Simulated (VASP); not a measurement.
# Ca in VASP: notebook, part 2 of 2

VASP 6.6.1. Earlier steps stand in the parts before.

## Step 3: Single point, PBEsol

This run uses another cell than the first one, of 24.00 Å³/atom.

The input, INCAR:

```
SYSTEM = Ca
PREC = Accurate
ENCUT = 520
EDIFF = 1E-7
ISMEAR = -1
SIGMA = 0.05
LREAL = .False.
LASPH = .True.
NELM = 100
ALGO = Normal
ISIF = 2
LWAVE = .False.
LCHARG = .False.
GGA = PS
NBANDS = 11
```

The input, KPOINTS:

```
regular mesh
0
Gamma
  9 9 9
  0 0 0
```

The input, POSCAR:

```
Ca
1.0
   -1.8170772288      1.8164098036      1.8182394759
    1.8170772288     -1.8164098036      1.8182394759
    1.8170772288      1.8164098036     -1.8182394759
Ca
1
Direct
    0.5000000000      0.5000000000      0.0000000000
```

Potentials or basis: VASP PAW PBE potentials, release 64 (Ca_sv).

The run is started by

```sh
cat potpaw_PBE.64/Ca_sv/POTCAR > POTCAR
mpirun -np 1 vasp_std > vasp.out
```

OUTCAR:

```text
SYSTEM = Ca
   PREC = Accurate
   ENCUT = 520
   EDIFF = 1E-7
   ISMEAR = -1
   LREAL = .False.
   LASPH = .True.
   NELM = 100
   ISIF = 2
   GGA = PS

 ion  position               nearest neighbor table
   1  0.500  0.500  0.000-

  LATTYP: Found a body centered orthorhombic cell.
 ALAT       =     3.6328196072
 B/A-ratio  =     1.0003674420
 C/A-ratio  =     1.0010073015

  Lattice vectors:

 A1 = (   1.8170772288,  -1.8164098036,  -1.8182394759)
 A2 = (  -1.8170772288,   1.8164098036,  -1.8182394759)
 A3 = (   1.8170772288,   1.8164098036,   1.8182394759)

Analysis of symmetry for initial positions (statically):
=====================================================================
 Subroutine PRICEL returns:
 Original cell was already a primitive cell.

 Routine SETGRP: Setting up the symmetry group for a
 body centered orthorhombic supercell.

 Subroutine GETGRP returns: Found  8 space group operations
 (whereof  8 operations were pure point group operations)
 out of a pool of  8 trial point group operations.

The static configuration has the point symmetry D_2h.

Analysis of symmetry for dynamics (positions and initial velocities):
[... 169 lines left out ...]
      3     -16.7669      2.00000
      4     -16.7668      2.00000
      5      -0.1506      2.00000
      6       7.6656      0.00000
      7       7.6687      0.00000
      8       7.6739      0.00000
      9       9.5190      0.00000
     10       9.5288      0.00000
     11      18.1856      0.00000
[... 309 lines left out ...]
 k-point    24 :       0.0000    0.3333   -0.0000
  band No.  band energies     occupation
      1     -35.9762      2.00000
      2     -17.4682      2.00000
      3     -16.9720      2.00000
      4     -16.7758      2.00000
      5       2.4543      2.00000
      6       6.0257      0.00000
      7       6.2992      0.00000
      8       9.4449      0.00000
      9       9.8286      0.00000
     10      10.2526      0.00000
     11      16.1141      0.00000

 [... further k-points ...]

------------------------ aborting loop because EDIFF is reached ----------------------------------------

  FORCE on cell =-STRESS in cart. coord.  units (eV):
  Direction    XX          YY          ZZ          XY          YZ          ZX
  --------------------------------------------------------------------------------------
  -------------------------------------------------------------------------------------
  Total        3.0037819      3.0044751      3.0025843      0.0000000      0.0000000      0.0000000
  in kB      200.4844431    200.5307108    200.4045122      0.0000000      0.0000000      0.0000000
  external PRESSURE =     200.4732220 kB  Pullay stress =       0.0000000 kB

 VOLUME and BASIS-vectors are now :
 -----------------------------------------------------------------------------
  energy-cutoff  :      520.00
  volume of cell :       24.00
      direct lattice vectors                 reciprocal lattice vectors
    -1.817077229  1.816409804  1.818239476     0.000000000  0.275268279  0.274991280
     1.817077229 -1.816409804  1.818239476     0.275167171  0.000000000  0.274991280
     1.817077229  1.816409804 -1.818239476     0.275167171  0.275268279  0.000000000

 POSITION                                       TOTAL-FORCE (eV/Angst)
 -----------------------------------------------------------------------------------
      0.00000      0.00000      1.81824         0.000000      0.000000      0.000000
 -----------------------------------------------------------------------------------
    total drift:                               -0.000000      0.000000      0.000000

  FREE ENERGIE OF THE ION-ELECTRON SYSTEM (eV)
  ---------------------------------------------------
  free  energy   TOTEN  =        -1.4110718170 eV

  energy  without entropy=       -1.4051668468  energy(sigma->0) =       -1.40811933
```

It took 12 s on 1 thread of Intel Xeon Platinum 8559C (Emerald Rapids), shared host; peak memory 0.15 GiB.

What came out:

| Quantity | Value |
| --- | --- |
| Free energy | -1.4111 eV |
| Pressure | 20.0 GPa |
| Band gap on the k mesh | zero (bands 5 and 6 overlap by 1.25 eV) |

Caveat: the cell stands under pressure; the PAW data sets were made with another functional, which shifts forces and pressure a little.

## Step 4: Single point, PBEsol

This run uses another cell than the first one, of 28.63 Å³/atom.

The input, INCAR:

```
SYSTEM = Ca
PREC = Accurate ; ENCUT = 520
EDIFF = 1E-7 ; ISMEAR = -1
SIGMA = 0.05 ; LREAL = .False.
LASPH = .True. ; NELM = 80
ALGO = Normal ; ISIF = 2
LWAVE = .False. ; LCHARG = .True.
GGA = PS ; LELF = .True.
LVHAR = .True. ; NBANDS = 11
```

The input, KPOINTS:

```
Automatic mesh
0
Gamma
  9 9 9
  0 0 0
```

The input, POSCAR:

```
Ca
1.0
   -1.9251777084      1.9257663444      1.9306180214
    1.9251777084     -1.9257663444      1.9306180214
    1.9251777084      1.9257663444     -1.9306180214
Ca
1
Direct
    0.5000000000      0.5000000000      0.0000000000
```

The run is started by

```sh
cat potpaw_PBE.64/Ca_sv/POTCAR > POTCAR
mpirun -np 1 vasp_std > vasp.out
```

It took 24 s on 1 thread of Intel Xeon Platinum 8559C (Emerald Rapids), shared host; peak memory 0.18 GiB.

Results (log left out):

```yaml
Free_energy: -1.8324 eV
Pressure: 10.0 GPa
Band_gap_on_the_k_mesh: zero (bands 5 and 6 overlap by 0.79 eV)
```

Levels at points of the mesh, in eV from the Fermi level:
```
           k point  band 1  band 2  band 3  band 4  band 5  band 6  band 7  band 8  band 9  band 10
(0.00, 0.00, 0.00)  -40.95  -21.80  -21.80  -21.80   -4.60    2.88    2.88    2.90    4.44     4.47
```

Caveat: the cell stands under pressure; the PAW data sets were made with another functional, which shifts forces and pressure a little.

## Step 5: Summary

```csv
cell,gap on the mesh (eV),pressure (GPa)
"a = 3.014 Å, angles 109.5°, 1 atom",none,30.1
"a = 3.148 Å, angles 109.5, 109.5, 109.4°, 1 atom",none,20.0
"a = 3.338 Å, angles 109.6, 109.5, 109.3°, 1 atom",none,10.0
```

Alike in all rows: task single point; level PBEsol; potentials or basis VASP PAW PBE potentials, release 64 (Ca_sv); no spin polarisation; k mesh 9 × 9 × 9; cutoff (eV) 520; smearing fermi-dirac 0.05 eV.

Caveats: the cell stands under pressure; the PAW data sets were made with another functional, which shifts forces and pressure a little.

Absolute energies hang on the potentials; compare differences alone.
